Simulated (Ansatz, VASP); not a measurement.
**Nb in VASP and in Ansatz**

```
Nb
1.0
     0.00000    2.92571    2.92571
     2.92571    0.00000    2.92571
     2.92571    2.92571    0.00000
Nb
2
Direct
  0.00000 0.00000 0.00000
  0.25000 0.25000 0.25000
```

Alike in both runs: functional r2SCAN; k mesh 16 × 16 × 16; occupations gaussian, width 0.1 eV; no spin polarisation.

Ansatz relaxed the structure, and its values are those at the end. VASP's run is a single point on that final structure, the one shown.

```csv
,VASP,Ansatz
version,VASP 6.6.1,Ansatz 0.2.0
potentials or method,"VASP PAW PBE potentials, release 64 (Nb_sv), cutoff 520 eV","scalar-relativistic, plane waves, PAW"
valence electrons in the cell,26,26
```

Ansatz gave:

```
gap on the k mesh at the Fermi level (eV) : none
pressure (GPa)                            : 0.0
```

What did VASP give for the same quantities?

gap on the k mesh at the Fermi level (eV): none; pressure (GPa): 0.1.

VASP's potentials were made for PBE, not for r2SCAN. A gap of «none» marks a metal or a gap that the smearing closes.
